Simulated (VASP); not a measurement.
Here is a VASP 6.6.1 calculation.

The input INCAR:

```
PREC = Accurate
ENCUT = 520
EDIFF = 1E-6
ISMEAR = -1
SIGMA = 0.05
LREAL = False
LASPH = True
NELM = 80
ALGO = Normal
ISIF = 2
LWAVE = False
LCHARG = False
GGA = RP
NBANDS = 18
```

The input KPOINTS:

```
Automatic mesh
0
Gamma
  5 5 5
```

Contents of POSCAR:

```
Al3Au
1.0
   -2.0253330000      2.0253330000      4.0566000000
    2.0253330000     -2.0253330000      4.0566000000
    2.0253330000      2.0253330000     -4.0566000000
Au Al
1 3
Direct
    0.0000000000      0.0000000000      0.0000000000
    0.5000000000      0.5000000000      0.0000000000
    0.2500000000      0.7500000000      0.5000000000
    0.7500000000      0.2500000000      0.5000000000
```

Potentials or basis: VASP PAW PBE potentials, release 64 (Au, Al).

Command:

```console
$ cat potpaw_PBE.64/Au/POTCAR potpaw_PBE.64/Al/POTCAR > POTCAR
$ mpirun -np 1 vasp_std > vasp.out
```

Question: What does it give for the pressure?

Answer: 2.1 GPa.

Question: Predict the band gap on the k mesh.

Answer: Zero (band 10 reaches 10.68 eV, above the bottom of band 11 at 7.40 eV).

Stress tensor (GPa, compression positive):
```
2.28 0.00 0.00
0.00 2.28 0.00
0.00 0.00 1.81
```

Caveat: the k points lie up to 0.44 Å⁻¹ apart; the PAW data sets were made with another functional, which shifts forces and pressure a little; spin-orbit coupling is left out, which moves the levels of the heavy elements.
